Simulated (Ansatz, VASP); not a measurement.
Ge5I3: VASP beside Ansatz

```
CELL_PARAMETERS angstrom
6.25893 0.00000 0.00000
-3.12946 5.42039 0.00000
0.00000 0.00000 6.63807
ATOMIC_POSITIONS crystal
Ge 0.50000 0.00000 0.50000
Ge 0.00000 0.50000 0.50000
Ge 0.50000 0.50000 0.50000
Ge 0.00000 0.00000 0.68678
Ge 0.00000 0.00000 0.31322
I 0.50000 0.00000 0.00000
I 0.00000 0.50000 0.00000
I 0.50000 0.50000 0.00000
```

Alike in both runs: task relaxation of cell and atoms; functional PBE; k mesh 3 × 3 × 4; occupations gaussian, width 0.1 eV; no spin polarisation.

```csv
,VASP,Ansatz
version,VASP 6.6.1,Ansatz 0.2.0
potentials or method,"VASP PAW PBE potentials, release 64 (Ge_d, I), cutoff 600 eV","scalar-relativistic, plane waves, PAW"
valence electrons in the cell,91,121
```

Ansatz gave:

- gap on the k mesh at the Fermi level, each at its own relaxed structure (eV): none
- relaxed volume (Å³/atom): 28.39
- relaxed cell length with the largest relative difference (Å): 5.977

Question: What did VASP give for the same quantities?

Answer: gap on the k mesh at the Fermi level, each at its own relaxed structure (eV): none; relaxed volume (Å³/atom): 28.41; relaxed cell length with the largest relative difference (Å): 5.986.

A gap of «none» marks a metal or a gap that the smearing closes. VASP's potentials hold 91 valence electrons a cell and Ansatz's 121, so a difference there can come from the potentials and not from the codes.

The k mesh is coarse, so the values compare programs but aren't converged. Neither program's run includes spin-orbit coupling.
